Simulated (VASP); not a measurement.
A run of VASP 6.6.1:

INCAR

```
SYSTEM = H11C2NO4
ALGO = Normal
EDIFF = 1E-5
ENCUT = 520
GGA = PE
IBRION = 0
ISIF = 2
ISMEAR = -1
ISYM = 0
LANGEVIN_GAMMA = 20 20 20 20
LASPH = .TRUE.
LCHARG = .FALSE.
LREAL = Auto
LWAVE = .FALSE.
MDALGO = 3
NBANDS = 39
NELM = 80
NELMIN = 4
NSW = 40
POTIM = 0.5
PREC = Accurate
RANDOM_SEED = 37798 0 0
SIGMA = 0.05
TEBEG = 250.0
TEEND = 250.0
```

KPOINTS

```
k-points
0
G
  1 1 1
  0 0 0
```

File POSCAR:

```
H11C2NO4
1.0
    5.9154820000      0.0000000000      0.0000000000
    0.0000000000      5.9154820000      0.0000000000
    0.0000000000      0.0000000000      5.9154820000
O H C N
4 11 2 1
Direct
    0.9023154300      0.6875708300      0.7006709000
    0.2421550100     -0.0173295100      0.6901999100
    0.6542391200      0.1021008800      0.5123472800
   -0.0277972800      0.3969388100      0.3499791400
    1.0294342700      0.8006569800      0.6934779000
    0.7687270400      0.7801054800      0.6638207800
    0.2301499900      0.1411429400      0.7335862900
    0.3643002700     -0.0150545100      0.5785508000
    0.7761752200      0.1812006200      0.4286697200
    0.6051431100      0.2184223900      0.6194963100
   -0.0526555000      0.5088830800      0.4749521100
   -0.0783226300      0.4718766700      0.2128746300
    0.3943583100      0.6197764100      0.3142274300
    0.5086843300      0.8480441700      0.1488951500
    0.2136721300      0.7912614600      0.1425001800
    0.3814724500      0.7133649800      0.1531498900
    0.4126464000      0.5597471400     -0.0330039200
    0.4423594300      0.4329271800     -0.1798181200
```

Potentials or basis: VASP PAW PBE potentials, release 64 (O, H, C, N).

Command:

```console
$ cat potpaw_PBE.64/O/POTCAR potpaw_PBE.64/H/POTCAR potpaw_PBE.64/C/POTCAR potpaw_PBE.64/N/POTCAR > POTCAR
$ mpirun -np 1 vasp_gam > vasp.out
```

Hardware: 1 thread of Intel(R) Xeon(R) 6975P-C (Granite Rapids), on a shared host.

**Question.** Estimate the wall time of this run.

**Answer.** It took 3.3 min on 1 thread of Intel(R) Xeon(R) 6975P-C (Granite Rapids) (shared host), peak memory 0.34 GiB. Counts: scf iterations 174, k points 1, ion steps 40.
